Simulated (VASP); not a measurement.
# Ga (Pm-3m) in VASP: further runs, part 2 of 2

VASP 6.6.1. Earlier steps stand in the parts before.

## Step 3: Single point, PBE

This run uses another cell than the first one: it holds 4 atoms, not 1.

INCAR

```
SYSTEM = Ga
  PREC = Accurate
  ENCUT = 520
  EDIFF = 1E-7
  ISMEAR = 0
  SIGMA = 0.2
  LREAL = .FALSE.
  LASPH = .TRUE.
  NELM = 100
  ALGO = Fast
  ISIF = 2
  LWAVE = .FALSE.
  LCHARG = .FALSE.
  GGA = PE
  NBANDS = 34
```

KPOINTS

```
regular mesh
0
G
  8 4 4
  0 0 0
```

POSCAR

```
Ga
1.0
    2.7164843000      0.0000000000      0.0000000000
    0.0000000000      5.4329686000      0.0000000000
    0.0000000000      0.0000000000      5.4329686000
Ga
4
Direct
    0.0000000000      0.0000000000      0.0000000000
    0.0000000000      0.0000000000      0.5000000000
    0.0000000000      0.5000000000      0.0000000000
    0.0000000000      0.5000000000      0.5000000000
```

Potentials or basis: VASP PAW PBE potentials, release 64 (Ga_d).

Started as:

```bash
cat potpaw_PBE.64/Ga_d/POTCAR > POTCAR
mpirun -np 1 vasp_std > vasp.out
```

OUTCAR:

```text
SYSTEM = Ga
   PREC = Accurate
   ENCUT = 520
   EDIFF = 1E-7
   ISMEAR = 0
   LREAL = .FALSE.
   LASPH = .TRUE.
   NELM = 100
   ISIF = 2
   GGA = PE

 ion  position               nearest neighbor table
   1  0.000  0.000  0.000-   2 2.72   3 2.72   2 2.72   3 2.72
   2  0.000  0.000  0.500-   1 2.72   4 2.72   1 2.72   4 2.72
   3  0.000  0.500  0.000-   1 2.72   4 2.72   4 2.72   1 2.72
   4  0.000  0.500  0.500-   2 2.72   3 2.72   3 2.72   2 2.72

  LATTYP: Found a simple tetragonal cell.
 ALAT       =     5.4329686000
 C/A-ratio  =     0.5000000000

  Lattice vectors:

 A1 = (   0.0000000000,   5.4329686000,   0.0000000000)
 A2 = (   0.0000000000,   0.0000000000,   5.4329686000)
 A3 = (   2.7164843000,   0.0000000000,   0.0000000000)

Analysis of symmetry for initial positions (statically):
=====================================================================
 Subroutine PRICEL returns following result:

  LATTYP: Found a simple cubic cell.
 ALAT       =     2.7164843000

  Lattice vectors:

 A1 = (   2.7164843000,   0.0000000000,   0.0000000000)
 A2 = (   0.0000000000,   2.7164843000,   0.0000000000)
 A3 = (   0.0000000000,   0.0000000000,   2.7164843000)

   4 primitive cells build up your supercell.

 Routine SETGRP: Setting up the symmetry group for a
 simple tetragonal supercell.

 Subroutine GETGRP returns: Found 16 space group operations
 (whereof 16 operations were pure point group operations)
 out of a pool of 16 trial point group operations.

The static configuration has the point symmetry D_4h.

Analysis of symmetry for dynamics (positions and initial velocities):
=====================================================================
 Subroutine PRICEL returns following result:

  LATTYP: Found a simple cubic cell.
 ALAT       =     2.7164843000

  Lattice vectors:

 A1 = (   2.7164843000,   0.0000000000,   0.0000000000)
 A2 = (   0.0000000000,   2.7164843000,   0.0000000000)
 A3 = (   0.0000000000,   0.0000000000,   2.7164843000)

   4 primitive cells build up your supercell.

 Routine SETGRP: Setting up the symmetry group for a
 simple tetragonal supercell.

 Subroutine GETGRP returns: Found 16 space group operations
 (whereof 16 operations were pure point group operations)
 out of a pool of 16 trial point group operations.

The dynamic configuration has the point symmetry D_4h.

 Subroutine INISYM returns: Found 16 space group operations
 (whereof 16 operations are pure point group operations),
 and found     4 'primitive' translations

----------------------------------------------------------------------------------------

                                     Primitive cell

  volume of cell :      20.0457

  direct lattice vectors                    reciprocal lattice vectors
     2.716484300  0.000000000  0.000000000     0.368122871  0.000000000  0.000000000
     0.000000000  2.716484300  0.000000000     0.000000000  0.368122871  0.000000000
     0.000000000  0.000000000  2.716484300     0.000000000  0.000000000  0.368122871

  length of vectors
     2.716484300  2.716484300  2.716484300     0.368122871  0.368122871  0.368122871

  position of ions in fractional coordinates (direct lattice)
     0.000000000  0.000000000  0.000000000

  ion indices of the primitive-cell ions
   primitive index   ion index
                 1           1

----------------------------------------------------------------------------------------

 KPOINTS: regular mesh

Automatic generation of k-mesh.
 Grid dimensions read from file:
 generate k-points for:    8    4    4

 Generating k-lattice:

  Cartesian coordinates                     Fractional coordinates (reciprocal lattice)
     0.046015359  0.000000000  0.000000000     0.125000000  0.000000000  0.000000000
     0.000000000  0.046015359  0.000000000     0.000000000  0.250000000  0.000000000
     0.000000000  0.000000000  0.046015359     0.000000000  0.000000000  0.250000000

  Length of vectors
     0.046015359  0.046015359  0.046015359

  Shift w.r.t. Gamma in fractional coordinates (k-lattice)
     0.000000000  0.000000000  0.000000000

 Subroutine IBZKPT returns following result:
 ===========================================

 Found     30 irreducible k-points:

 Following reciprocal coordinates:
            Coordinates               Weight
  0.000000  0.000000  0.000000      1.000000
  0.125000  0.000000  0.000000      2.000000
  0.250000  0.000000  0.000000      2.000000
  0.375000  0.000000  0.000000      2.000000
  0.500000  0.000000  0.000000      1.000000
  0.000000  0.250000  0.000000      4.000000
[... 16 lines left out ...]
  0.250000  0.500000  0.250000      8.000000
  0.375000  0.500000  0.250000      8.000000
 [... further k-points ...]
   k-points           NKPTS =     30   k-points in BZ     NKDIM =     30   number of bands    NBANDS=     34
   number of dos      NEDOS =    301   number of ions     NIONS =      4
   total plane-waves  NPLWV =  32000
   dimension x,y,z NGX =    20 NGY =   40 NGZ =   40
   dimension x,y,z NGXF=    40 NGYF=   80 NGZF=   80
   ions per type =               4
   NGX,Y,Z   is equivalent  to a cutoff of  12.24, 12.24, 12.24 a.u.
   NGXF,Y,Z  is equivalent  to a cutoff of  24.48, 24.48, 24.48 a.u.
 SYSTEM =  Ga
   PREC   = accura    normal or accurate (medium, high low for compatibility)
   ISTART =      0    job   : 0-new  1-cont  2-samecut
   ICHARG =      2    charge: 1-file 2-atom 10-const
   ISPIN  =      1    spin polarized calculation?
   LNONCOLLINEAR =      F non collinear calculations
   LSORBIT =      F    spin-orbit coupling
   LASPH  =      T    aspherical Exc in radial PAW
   ENCUT  =  520.0 eV  38.22 Ry    6.18 a.u.   5.05 10.10 10.10*2*pi/ulx,y,z
   NELM   =    100;   NELMIN=  2; NELMDL= -5     # of ELM steps
   EDIFF  = 0.1E-06   stopping-criterion for ELM
   LREAL  =      F    real-space projection
   EDIFFG = 0.1E-05   stopping-criterion for IOM
   NSW    =      0    number of steps for IOM
   IBRION =     -1    ionic relax: 0-MD 1-quasi-New 2-CG
   NFREE  =      0    steps in history (QN), initial steepest desc. (CG)
   ISIF   =      2    stress and relaxation
   ISYM   =      2    0-nonsym 1-usesym 2-fastsym
   POTIM  = 0.5000    time-step for ionic-motion
   TEBEG  =    0.0;   TEEND  =   0.0 temperature during run
   PSTRESS=    0.0 pullay stress
   NELECT =      52.0000    total number of electrons
   NUPDOWN=      -1.0000    fix difference up-down
   EMIN   =  10.00;   EMAX   =-10.00  energy-range for DOS
   EFERMI =   0.00;   METHOD = LEGACY
   ISMEAR =     0;   SIGMA  =   0.20  broadening in eV -4-tet -1-fermi 0-gaus
   EFERMI_NEDOS =   21; number of points for ismear=-14 and -15
   IALGO  =     68    algorithm
   IMIX   =      4    mixing-type and parameters
     AMIX     =   0.40;   BMIX     =  1.00
     AMIX_MAG =   1.60;   BMIX_MAG =  1.00
  volume/ion in A,a.u.               =      20.05       135.28
  Fermi-wavevector in a.u.,A,eV,Ry     =   1.417040  2.677817 27.320527  2.008002
  Thomas-Fermi vector in A             =   2.538312
   LORBIT       =      0    0 simple, 1 ext, 2 COOP (PROOUT), +10 PAW based schemes
   GGA     = PE    functional components
   LHFCALC =     F    Hartree Fock is set to
   AEXX    =    0.0000 exact exchange contribution
   IVDW    =     0    specifies the selected vdW correction
   LEPSILON=     F    determine dielectric tensor
   LRPA    =     F    only Hartree local field effects (RPA)
 non-spin polarized calculation
 RMM-DIIS sequential band-by-band and
 Gauss-broadening in eV      SIGMA  =   0.20
  energy-cutoff  :      520.00
  volume of cell :       80.18
 maximum number of plane-waves:      2210
   NGX = 11   NGY = 21   NGZ = 21

 number of electron      52.0000109 magnetization

 Free energy of the ion-electron system (eV)
  ---------------------------------------------------
  ext. energy  EPLUGINS =         0.00000000
  ---------------------------------------------------
  free energy    TOTEN  =       -11.38290118 eV

  energy without entropy =      -11.33716811  energy(sigma->0) =      -11.36003465

 E-fermi :   4.5165     XC(G=0): -10.6356

 val. band max:        4.4728536262   @ k =   0.3750   0.5000   0.0000
 cond. band min:       4.8560272300   @ k =   0.0000   0.2500   0.2500
 fundamental gap:      0.3831736038
 Fermi energy:         4.5164934262

 k-point     1 :       0.0000    0.0000    0.0000
  band No.  band energies     occupation
      1     -10.3372      2.00000
      2     -10.3372      2.00000
      3     -10.2976      2.00000
      4     -10.2976      2.00000
      5     -10.2109      2.00000
      6     -10.1479      2.00000
[... 877 lines left out ...]
     33      11.8081      0.00000
     34      11.8083      0.00000

 [... further k-points ...]
[... 5 lines left out ...]
  --------------------------------------------------------------------------------------
  -------------------------------------------------------------------------------------
  Total        0.4193843      0.4194022      0.4194022      0.0000000      0.0000000      0.0000000
  in kB        8.3799450      8.3803028      8.3803028      0.0000000      0.0000000      0.0000000
  external PRESSURE =       8.3801835 kB  Pullay stress =       0.0000000 kB

 VOLUME and BASIS-vectors are now :
 -----------------------------------------------------------------------------
  energy-cutoff  :      520.00
  volume of cell :       80.18
      direct lattice vectors                 reciprocal lattice vectors
     2.716484300  0.000000000  0.000000000     0.368122871  0.000000000  0.000000000
     0.000000000  5.432968600  0.000000000     0.000000000  0.184061436  0.000000000
     0.000000000  0.000000000  5.432968600     0.000000000  0.000000000  0.184061436

 POSITION                                       TOTAL-FORCE (eV/Angst)
 -----------------------------------------------------------------------------------
      0.00000      0.00000      0.00000         0.000000      0.000000     -0.000000
      0.00000      0.00000      2.71648         0.000000      0.000000      0.000000
      0.00000      2.71648      0.00000         0.000000      0.000000     -0.000000
      0.00000      2.71648      2.71648        -0.000000     -0.000000      0.000000
 -----------------------------------------------------------------------------------
    total drift:                               -0.000000     -0.000000     -0.000000

  FREE ENERGIE OF THE ION-ELECTRON SYSTEM (eV)
  ---------------------------------------------------
  free  energy   TOTEN  =       -11.3829011839 eV

  energy  without entropy=      -11.3371681087  energy(sigma->0) =      -11.36003465
```

OSZICAR:

```text
N       E                     dE             d eps       ncg     rms          rms(c)
DAV:   1     0.342354296539E+03    0.34235E+03   -0.25793E+04  2178   0.285E+03
DAV:   2     0.296680423307E+02   -0.31269E+03   -0.30468E+03  2120   0.510E+02
DAV:   3    -0.102017455973E+02   -0.39870E+02   -0.39213E+02  2388   0.145E+02
DAV:   4    -0.114379122130E+02   -0.12362E+01   -0.12275E+01  2290   0.283E+01
DAV:   5    -0.114628552475E+02   -0.24943E-01   -0.24938E-01  2582   0.422E+00    0.176E+00
RMM:   6    -0.113913708092E+02    0.71484E-01   -0.17986E-01  2473   0.410E+00    0.882E-01
RMM:   7    -0.113830410506E+02    0.83298E-02   -0.57158E-02  2509   0.183E+00    0.248E-01
RMM:   8    -0.113826542927E+02    0.38676E-03   -0.87976E-03  2653   0.701E-01    0.408E-02
RMM:   9    -0.113828678407E+02   -0.21355E-03   -0.20215E-03  2746   0.362E-01    0.166E-02
RMM:  10    -0.113828957229E+02   -0.27882E-04   -0.43070E-04  3199   0.152E-01    0.343E-03
RMM:  11    -0.113829005129E+02   -0.47900E-05   -0.58043E-05  3081   0.560E-02    0.207E-03
RMM:  12    -0.113829007443E+02   -0.23134E-06   -0.18400E-05  2775   0.398E-02    0.257E-03
RMM:  13    -0.113829009329E+02   -0.18866E-06   -0.67685E-06  2848   0.213E-02    0.181E-04
RMM:  14    -0.113829011607E+02   -0.22774E-06   -0.21516E-06  2424   0.954E-03    0.265E-04
RMM:  15    -0.113829011839E+02   -0.23243E-07   -0.23923E-07  1519   0.473E-03
   1 F= -.11382901E+02 E0= -.11360035E+02  d E =-.457331E-01
```

Wall time 58 s (1 thread of AMD EPYC 7R13 (Zen 3), shared host); peak memory 0.18 GiB.

What came out:

- Free energy: -11.3829 eV
- Pressure: 0.8 GPa
- Band gap on the k mesh: zero (bands 26 and 27 overlap by 5.08 eV)

## Step 4: Single point, r2SCAN

POSCAR

```
Ga
1.0
    2.7164843000      0.0000000000      0.0000000000
    0.0000000000      2.7164843000      0.0000000000
    0.0000000000      0.0000000000      2.7164843000
Ga
1
Direct
    0.0000000000      0.0000000000      0.0000000000
```

INCAR.step1

```
SYSTEM = Ga
PREC = Accurate
ENCUT = 520
ISMEAR = 0
SIGMA = 0.1
LREAL = .False.
LASPH = .True.
NELM = 60
NBANDS = 12
GGA = PE
ALGO = Normal
EDIFF = 1E-4
LWAVE = .True.
LCHARG = .False.
```

INCAR.step2

```
SYSTEM = Ga
PREC = Accurate
ENCUT = 520
EDIFF = 1E-6
ISMEAR = 0
SIGMA = 0.1
LREAL = .False.
LASPH = .True.
NELM = 60
ALGO = Normal
ISIF = 2
LWAVE = .False.
LCHARG = .True.
METAGGA = R2SCAN
LMIXTAU = .True.
LELF = .True.
LVHAR = .True.
NBANDS = 12
ISTART = 1
```

KPOINTS

```
regular mesh
0
Gamma
  20 20 20
  0 0 0
```

Started as:

```bash
cat potpaw_PBE.64/Ga_d/POTCAR > POTCAR
cp INCAR.step1 INCAR
mpirun -np 1 vasp_std > vasp.out
cp INCAR.step2 INCAR
mpirun -np 1 vasp_std > vasp.out
```

Wall time 2.2 min (1 thread of AMD EPYC 7R13 (Zen 3), shared host); peak memory 0.15 GiB.

The run converged. Its results:

| Property | Result |
| --- | --- |
| Free energy | -11.2947 eV |
| Pressure | -2.5 GPa |
| Band gap on the k mesh | zero (an odd number of electrons rules out a gap without spin polarisation) |

Levels at points of the mesh, in eV from the Fermi level:
| k point | band 4 | band 5 | band 6 | band 7 | band 8 | band 9 |
| --- | --- | --- | --- | --- | --- | --- |
| (0.00, 0.00, 0.00) | -15.07 | -15.07 | -11.06 | 9.49 | 9.49 | 9.49 |
| (0.50, 0.00, 0.00) | -15.22 | -15.06 | -6.45 | -4.27 | 13.12 | 13.12 |
| (0.50, 0.50, 0.00) | -15.20 | -14.93 | -1.58 | -0.75 | -0.75 | 4.69 |
| (0.50, 0.50, 0.50) | -14.92 | -14.92 | 2.70 | 2.70 | 2.70 | 4.32 |

Caveat: the PAW data sets were made with another functional, which shifts forces and pressure a little.

## Step 5: Overview

| level | cell | k mesh | smearing | gap on the mesh (eV) | pressure (GPa) |
| --- | --- | --- | --- | --- | --- |
| PBE | a = 2.716 Å, 1 atom, atomic positions A | 6 × 6 × 6 | gaussian 0.1 eV | none | 0.6 |
| PBE | a = 2.716, b = 5.433, c = 5.433 Å, 4 atoms, atomic positions B | 8 × 4 × 4 | gaussian 0.2 eV | none | 0.8 |
| r2SCAN | a = 2.716 Å, 1 atom, atomic positions A | 20 × 20 × 20 | gaussian 0.1 eV | none | -2.5 |

Alike in all rows: task single point; potentials or basis VASP PAW PBE potentials, release 64 (Ga_d); no spin polarisation; cutoff (eV) 520.

Caveats: some runs use coarse meshes; the PAW data sets were made with another functional, which shifts forces and pressure a little (at least some runs).

Total energies depend on the potentials used, so only differences within one code and one set of settings carry meaning.

The gap in the log of VASP goes by the Fermi energy; the results here count the filled bands.